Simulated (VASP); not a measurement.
# Si16Ge (a cell with a defect) in VASP: a series of runs, part 3 of 3

VASP 6.6.1. The steps go on from the part before.

## Step 5: Single point, PBEsol

The input, INCAR:

```
SYSTEM = Si16Ge
  ALGO = Normal
  EDIFF = 1E-6
  ENCUT = 520
  GGA = PS
  ISIF = 2
  ISMEAR = 0
  LASPH = .True.
  LCHARG = .False.
  LREAL = Auto
  LWAVE = .False.
  NBANDS = 53
  NELM = 80
  PREC = Accurate
  SIGMA = 0.05
```

The input, KPOINTS:

```
k-points
0
Gamma
  2 2 2
  0 0 0
```

The input, POSCAR:

```
Si16Ge
1.0
    0.0000000000      5.4300000000      5.4300000000
    5.4300000000      0.0000000000      5.4300000000
    5.4300000000      5.4300000000      0.0000000000
Si Ge
16 1
Direct
    0.0037220074      0.0029424494      0.0043374770
    0.1251009208      0.1237970534      0.1257802947
    0.0037757827      0.0027903315      0.4894442910
    0.1292871087      0.1286620626      0.6211944751
    0.0040596685      0.4875121547      0.0043075506
    0.1295350829      0.6197376611      0.1298227440
   -0.0022340700      0.5000593002      0.5011988950
    0.1295337017      0.6196766114      0.6211688766
    0.4887838858      0.0030415285      0.0042881215
    0.6206364641      0.1288047882      0.1297613260
    0.5006940147     -0.0026579190      0.5011304788
    0.6206700737      0.1287186924      0.6211687845
    0.5009040516      0.5001508287     -0.0020535912
    0.6207921731      0.6197809392      0.1298131676
    0.5008861878      0.5000957643      0.5012023941
    0.6250482505      0.6246088398      0.6252405157
    0.8751001842      0.8737758748      0.8757985267
```

Potentials or basis: VASP PAW PBE potentials, release 64 (Si, Ge_d).

Started as:

```
$ cat potpaw_PBE.64/Si/POTCAR potpaw_PBE.64/Ge_d/POTCAR > POTCAR
$ mpirun -np 1 vasp_std > vasp.out
```

OUTCAR:

```text
SYSTEM = Si16Ge
   EDIFF = 1E-6
   ENCUT = 520
   GGA = PS
   ISIF = 2
   ISMEAR = 0
   LASPH = .True.
   LREAL = Auto
   NELM = 80
   PREC = Accurate

 ion  position               nearest neighbor table
   1  0.004  0.003  0.004-   2 2.28  10 2.40   4 2.40   6 2.40  17 2.42
   2  0.125  0.124  0.126-   3 2.28   1 2.28   9 2.28   5 2.28
   3  0.004  0.003  0.489-   2 2.28  12 2.40   8 2.40   4 2.40  17 2.42
   4  0.129  0.129  0.621-   7 2.33  11 2.33   3 2.40   1 2.40  17 2.76
   5  0.004  0.488  0.004-   2 2.28   8 2.40   6 2.40  14 2.40  17 2.42
   6  0.130  0.620  0.130-  13 2.33   7 2.33   1 2.40   5 2.40  17 2.76
   7  0.998  0.500  0.501-   8 2.33   6 2.33   4 2.33  16 2.34
   8  0.130  0.620  0.621-  15 2.33   7 2.33   3 2.40   5 2.40  17 2.76
   9  0.489  0.003  0.004-   2 2.28  10 2.40  12 2.40  14 2.40  17 2.42
  10  0.621  0.129  0.130-  13 2.33  11 2.33   1 2.40   9 2.40  17 2.76
  11  0.501  0.997  0.501-  10 2.33  12 2.33   4 2.33  16 2.34
  12  0.621  0.129  0.621-  15 2.33  11 2.33   3 2.40   9 2.40  17 2.76
  13  0.501  0.500  0.998-  10 2.33   6 2.33  14 2.33  16 2.34
  14  0.621  0.620  0.130-  13 2.33  15 2.33   9 2.40   5 2.40  17 2.76
  15  0.501  0.500  0.501-   8 2.33  12 2.33  14 2.33  16 2.34
  16  0.625  0.625  0.625-  13 2.34  15 2.34   7 2.34  11 2.34
  17  0.875  0.874  0.876-   5 2.42   9 2.42   1 2.42   3 2.42  14 2.76   6 2.76   8 2.76  10 2.76
                            12 2.76   4 2.76

  LATTYP: Found a face centered cubic cell.
 ALAT       =    10.8600000000

  Lattice vectors:

 A1 = (   0.0000000000,   5.4300000000,   5.4300000000)
 A2 = (   5.4300000000,   0.0000000000,   5.4300000000)
 A3 = (   5.4300000000,   5.4300000000,   0.0000000000)

Analysis of symmetry for initial positions (statically):
=====================================================================
 Subroutine PRICEL returns:
 Original cell was already a primitive cell.

 Routine SETGRP: Setting up the symmetry group for a
 face centered cubic supercell.

 Subroutine GETGRP returns: Found  1 space group operations
 (whereof  1 operations were pure point group operations)
 out of a pool of 48 trial point group operations.

The static configuration has the point symmetry C_1 .

Analysis of symmetry for dynamics (positions and initial velocities):
=====================================================================
 Subroutine PRICEL returns:
 Original cell was already a primitive cell.

 Routine SETGRP: Setting up the symmetry group for a
 face centered cubic supercell.

 Subroutine GETGRP returns: Found  1 space group operations
 (whereof  1 operations were pure point group operations)
 out of a pool of 48 trial point group operations.

The dynamic configuration has the point symmetry C_1 .

 Subroutine INISYM returns: Found  1 space group operations
 (whereof  1 operations are pure point group operations),
 and found     1 'primitive' translations

----------------------------------------------------------------------------------------

                                     Primitive cell

  volume of cell :     320.2060

  direct lattice vectors                    reciprocal lattice vectors
     0.000000000  5.430000000  5.430000000    -0.092081031  0.092081031  0.092081031
[... 78 lines left out ...]
  0.500000  0.500000  0.000000      1.000000
  0.000000  0.500000  0.500000      1.000000
  0.500000  0.000000  0.500000      1.000000
   k-points           NKPTS =      8   k-points in BZ     NKDIM =      8   number of bands    NBANDS=     53
   number of dos      NEDOS =    301   number of ions     NIONS =     17
   total plane-waves  NPLWV = 216000
   dimension x,y,z NGX =    60 NGY =   60 NGZ =   60
   dimension x,y,z NGXF=   120 NGYF=  120 NGZF=  120
   ions per type =              16   1
   NGX,Y,Z   is equivalent  to a cutoff of  12.99, 12.99, 12.99 a.u.
   NGXF,Y,Z  is equivalent  to a cutoff of  25.98, 25.98, 25.98 a.u.
 SYSTEM =  Si16Ge
   PREC   = accura    normal or accurate (medium, high low for compatibility)
   ISTART =      0    job   : 0-new  1-cont  2-samecut
   ICHARG =      2    charge: 1-file 2-atom 10-const
   ISPIN  =      1    spin polarized calculation?
   LNONCOLLINEAR =      F non collinear calculations
   LSORBIT =      F    spin-orbit coupling
   LASPH  =      T    aspherical Exc in radial PAW
   ENCUT  =  520.0 eV  38.22 Ry    6.18 a.u.  14.28 14.28 14.28*2*pi/ulx,y,z
   NELM   =     80;   NELMIN=  2; NELMDL= -5     # of ELM steps
   EDIFF  = 0.1E-05   stopping-criterion for ELM
   LREAL  =      T    real-space projection
   EDIFFG = 0.1E-04   stopping-criterion for IOM
   NSW    =      0    number of steps for IOM
   IBRION =     -1    ionic relax: 0-MD 1-quasi-New 2-CG
   NFREE  =      0    steps in history (QN), initial steepest desc. (CG)
   ISIF   =      2    stress and relaxation
   ISYM   =      2    0-nonsym 1-usesym 2-fastsym
   POTIM  = 0.5000    time-step for ionic-motion
   TEBEG  =    0.0;   TEEND  =   0.0 temperature during run
   PSTRESS=    0.0 pullay stress
   NELECT =      78.0000    total number of electrons
   NUPDOWN=      -1.0000    fix difference up-down
   EMIN   =  10.00;   EMAX   =-10.00  energy-range for DOS
   EFERMI =   0.00;   METHOD = LEGACY
   ISMEAR =     0;   SIGMA  =   0.05  broadening in eV -4-tet -1-fermi 0-gaus
   EFERMI_NEDOS =   21; number of points for ismear=-14 and -15
   IALGO  =     38    algorithm
   IMIX   =      4    mixing-type and parameters
     AMIX     =   0.40;   BMIX     =  1.00
     AMIX_MAG =   1.60;   BMIX_MAG =  1.00
  volume/ion in A,a.u.               =      18.84       127.11
  Fermi-wavevector in a.u.,A,eV,Ry     =   1.022421  1.932096 14.222785  1.045345
  Thomas-Fermi vector in A             =   2.156100
   LORBIT       =      0    0 simple, 1 ext, 2 COOP (PROOUT), +10 PAW based schemes
   GGA     = PS    functional components
   LHFCALC =     F    Hartree Fock is set to
   AEXX    =    0.0000 exact exchange contribution
   IVDW    =     0    specifies the selected vdW correction
   LEPSILON=     F    determine dielectric tensor
   LRPA    =     F    only Hartree local field effects (RPA)
 non-spin polarized calculation
 Gauss-broadening in eV      SIGMA  =   0.05
  energy-cutoff  :      520.00
  volume of cell :      320.21
 maximum number of plane-waves:      8646
 NGX is ok and might be reduce to    60
   NGX = 29   NGY = 29   NGZ = 29

 number of electron      77.9999998 magnetization

 Free energy of the ion-electron system (eV)
  ---------------------------------------------------
  ext. energy  EPLUGINS =         0.00000000
  ---------------------------------------------------
  free energy    TOTEN  =       -92.78725125 eV

  energy without entropy =      -92.77902411  energy(sigma->0) =      -92.78313768

 E-fermi :   6.7945     XC(G=0):  -9.8842

 val. band max:        6.5578207748   @ k =   0.0000   0.0000   0.0000
 cond. band min:       6.7960827439   @ k =   0.0000   0.0000   0.0000
 fundamental gap:      0.2382619691
 Fermi energy:         6.7945474553

 k-point     1 :       0.0000    0.0000    0.0000
  band No.  band energies     occupation
      1     -18.2741      2.00000
      2     -18.2740      2.00000
      3     -18.2740      2.00000
      4     -18.2601      2.00000
      5     -18.2600      2.00000
      6      -6.6141      2.00000
[... 421 lines left out ...]
     50      10.2122      0.00000
     51      10.2133      0.00000
 [bands above 51 left out]

------------------------ aborting loop because EDIFF is reached ----------------------------------------

  FORCE on cell =-STRESS in cart. coord.  units (eV):
  Direction    XX          YY          ZZ          XY          YZ          ZX
  --------------------------------------------------------------------------------------
  -------------------------------------------------------------------------------------
  Total        9.4460200      9.4367489      9.4272224      0.0050985      0.0042368     -0.0040939
  in kB       47.2639442     47.2175550     47.1698887      0.0255109      0.0211991     -0.0204844
  external PRESSURE =      47.2171293 kB  Pullay stress =       0.0000000 kB

 VOLUME and BASIS-vectors are now :
 -----------------------------------------------------------------------------
  energy-cutoff  :      520.00
  volume of cell :      320.21
      direct lattice vectors                 reciprocal lattice vectors
     0.000000000  5.430000000  5.430000000    -0.092081031  0.092081031  0.092081031
     5.430000000  0.000000000  5.430000000     0.092081031 -0.092081031  0.092081031
     5.430000000  5.430000000  0.000000000     0.092081031  0.092081031 -0.092081031

 POSITION                                       TOTAL-FORCE (eV/Angst)
 -----------------------------------------------------------------------------------
      0.03953      0.04376      0.03619        -0.001829     -0.001386     -0.000621
      1.35521      1.36229      1.35152         0.002342     -0.004861      0.005803
      2.67283      2.67819      0.03565         0.001965      0.001053     -0.000324
      4.07172      4.07512      1.40066        -0.001197      0.001369     -0.005227
      2.67058      0.04543      2.66923         0.000846     -0.000947      0.000740
      4.07011      1.40831      4.06855         0.000718     -0.002489     -0.000024
[... 9 lines left out ...]
      6.78668      6.78907      6.78564         0.000497     -0.000639      0.000729
      9.50019      9.50738      9.49640         0.000977     -0.001751      0.002185
 -----------------------------------------------------------------------------------
    total drift:                               -0.003795     -0.000193      0.001353

  FREE ENERGIE OF THE ION-ELECTRON SYSTEM (eV)
  ---------------------------------------------------
  free  energy   TOTEN  =       -92.7872512539 eV

  energy  without entropy=      -92.7790241126  energy(sigma->0) =      -92.78313768
```

It took 88 s on 1 thread of Intel Xeon 6975P-C (Granite Rapids), shared host; peak memory 0.49 GiB.

What came out:

```
Free energy            : -92.7873 eV
Pressure               : 4.7 GPa
Largest force          : 0.008 eV/Å
Band gap on the k mesh : zero (band 39 reaches 6.87 eV, above the bottom of band 40 at 6.56 eV)
```

Forces in eV/Å, atoms in the order of the input:
```
Si  -0.002 -0.001 -0.001
Si   0.002 -0.005  0.006
Si   0.002  0.001  0.000
Si  -0.001  0.001 -0.005
Si   0.001 -0.001  0.001
Si   0.001 -0.002  0.000
Si   0.001 -0.001 -0.002
Si   0.004  0.000  0.000
Si  -0.002  0.001  0.001
Si  -0.005  0.003 -0.003
Si  -0.002  0.002 -0.002
Si  -0.001  0.005 -0.002
Si   0.000 -0.001  0.001
Si   0.000  0.000  0.003
Si   0.001  0.001  0.001
Si   0.000 -0.001  0.001
Ge   0.001 -0.002  0.002
```

Levels at points of the mesh, in eV from the Fermi level:
```csv
k point,band 37,band 38,band 39,band 40,band 41,band 42
"(0.00, 0.00, 0.00)",-0.72,-0.72,-0.24,-0.24,-0.24,0.00
"(0.50, 0.00, 0.00)",-1.38,-1.38,-0.31,0.53,0.53,0.87
"(0.00, 0.50, 0.00)",-1.38,-1.38,-0.31,0.53,0.53,0.87
"(0.00, 0.00, 0.50)",-1.38,-1.38,-0.31,0.52,0.53,0.87
"(0.50, 0.50, 0.50)",-1.38,-1.38,-0.31,0.53,0.53,0.87
"(0.50, 0.50, 0.00)",-1.82,-1.26,0.07,0.81,1.06,1.07
"(0.00, 0.50, 0.50)",-1.82,-1.26,0.07,0.81,1.06,1.07
"(0.50, 0.00, 0.50)",-1.82,-1.26,0.07,0.81,1.06,1.07
```

Caveat: the k points lie up to 0.50 Å⁻¹ apart; the PAW data sets were made with another functional, which shifts forces and pressure a little.
